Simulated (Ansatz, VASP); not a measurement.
# One calculation of Cs, two programs

```
Cs
1.0
     5.66373    0.00000    0.00000
    -2.83187    4.90494    0.00000
     0.00000    0.00000   18.58929
Cs
4
Direct
  0.00000 0.00000 0.00000
  0.00000 0.00000 0.50000
  0.33333 0.66667 0.25000
  0.66667 0.33333 0.75000
```

Alike in both runs: task single point; functional revPBE; k mesh 7 × 7 × 2; occupations fermi-dirac, width 0.1 eV; no spin polarisation.

|  | VASP | Ansatz |
| --- | --- | --- |
| version | VASP 6.6.1 | Ansatz 0.2.0 |
| potentials or method | VASP PAW PBE potentials, release 64 (Cs_sv), cutoff 520 eV | plane waves (420 eV) with PAW, scalar-relativistic |
| valence electrons in the cell | 36 | 36 |

```csv
,VASP,Ansatz,Ansatz less VASP
pressure (GPa),0.0,0.0,+0.01
```

VASP's potentials were made for PBE, not for revPBE. The functional is the same, so the differences come from potentials, cutoffs and numerics.

Neither program's run includes spin-orbit coupling.
